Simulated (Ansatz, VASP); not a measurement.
## Zn4SeS3 in VASP and in Ansatz

```
Zn Se S
1.0
     5.34488    0.00000    0.00000
     0.00000    5.34488    0.00000
     0.00000    0.00000    5.34488
Zn Se S
4 1 3
Cartesian
  3.9724 3.9724 3.9724
  3.9724 1.3725 1.3725
  1.3725 3.9724 1.3725
  1.3725 1.3725 3.9724
  0.0000 0.0000 0.0000
  2.6724 2.6724 0.0000
  2.6724 0.0000 2.6724
  0.0000 2.6724 2.6724
```

Alike in both runs: functional PBE; k mesh 6 × 6 × 6; occupations gaussian, width 0.02 eV; no spin polarisation.

Ansatz relaxed the structure, and its values are those at the end. VASP's run is a single point on that final structure, the one shown.

|  | VASP | Ansatz |
| --- | --- | --- |
| version | VASP 6.6.1 | Ansatz 0.2.0 |
| potentials or method | VASP PAW PBE potentials, release 64 (Zn, Se, S), cutoff 520 eV | scalar-relativistic, plane waves, PAW |
| valence electrons in the cell | 72 | 82 |

|  | VASP | Ansatz | Ansatz less VASP |
| --- | --- | --- | --- |
| gap on the k mesh at the Fermi level (eV) | 2.10 | 2.10 | -0.006 |
| least direct gap on the mesh (eV) | 2.10 | 2.10 | -0.006 |
| pressure (GPa) | 7.9 | 7.7 | -0.24 |
| rms of the force components (eV/Å) | 0.006 | 0.003 | -0.0027 |

With one functional, cell and mesh, what is left measures potentials, basis and numerics. VASP's potentials hold 72 valence electrons a cell and Ansatz's 82, so a difference there can come from the potentials and not from the codes. Ansatz's warnings: stress scf threshold loose.
